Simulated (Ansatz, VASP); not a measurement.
TiAl in VASP and in Ansatz

File INCAR:

```
  ALGO = Fast
  EDIFF = 1E-6
  ENCUT = 520
  GGA = PS
  ISIF = 2
  ISMEAR = 0
  LASPH = T
  LCHARG = F
  LREAL = F
  LWAVE = F
  NBANDS = 14
  NELM = 60
  PREC = Accurate
  SIGMA = 0.15
```

KPOINTS

```
k-points
0
Gamma
  18 18 10
```

File POSCAR:

```
TiAl
1.0
    2.8672622327      0.0000000000      0.0000000000
   -1.4336311163      2.4831219328      0.0000000000
    0.0000000000      0.0000000000      4.6780830000
Ti Al
1 1
Direct
   -0.2333979206     -0.1708591363     -0.1282576645
    0.3333333333      0.6666666667      0.5000000000
```

Input for Ansatz:

```yaml
crystal:
  lattice:
    - [2.8672622327, 0.0, 0.0]
    - [-1.4336311163, 2.4831219328, 0.0]
    - [0.0, 0.0, 4.678083]
  atoms:
    - { symbol: Ti, position: [-0.2333979206, -0.1708591363, -0.1282576645] }
    - { symbol: Al, position: [0.3333333333, 0.6666666667, 0.5] }
basis:
  ecutwfc: 420
kpoints:
  mp_grid: { grid: [18, 18, 10] }
hamiltonian:
  xc: pbesol
scf:
  occupations: { method: gaussian, width: 0.15 }
output:
  forces: true
  stress: true
  eigenvalues: true
  write_density: true
  write_potential: true
  elf: true
  volumetric_format: npy
```

Alike in both runs: task single point; functional PBEsol; k mesh 18 × 18 × 10; occupations gaussian, width 0.15 eV; no spin polarisation.

```csv
,VASP,Ansatz
version,VASP 6.6.1,Ansatz 0.2.0
potentials or method,"VASP PAW PBE potentials, release 64 (Ti_sv, Al), cutoff 520 eV","scalar-relativistic, plane waves, PAW"
valence electrons in the cell,15,15
```

Ansatz gave:

```
gap on the k mesh at the Fermi level (eV)                     : none
pressure (GPa)                                                : 20.3
traceless stress, the component that is largest in VASP (GPa) : 25.78
rms of the force components (eV/Å)                            : 4.738
```

Task: What did VASP give for the same quantities?

Result: gap on the k mesh at the Fermi level (eV): none; pressure (GPa): 20.2; traceless stress, the component that is largest in VASP (GPa): 25.87; rms of the force components (eV/Å): 4.746.

VASP's potentials were made for PBE, not for PBEsol. Atom by atom the forces differ by 0.008 eV/Å (rms over components). A gap of «none» marks a metal or a gap that the smearing closes.
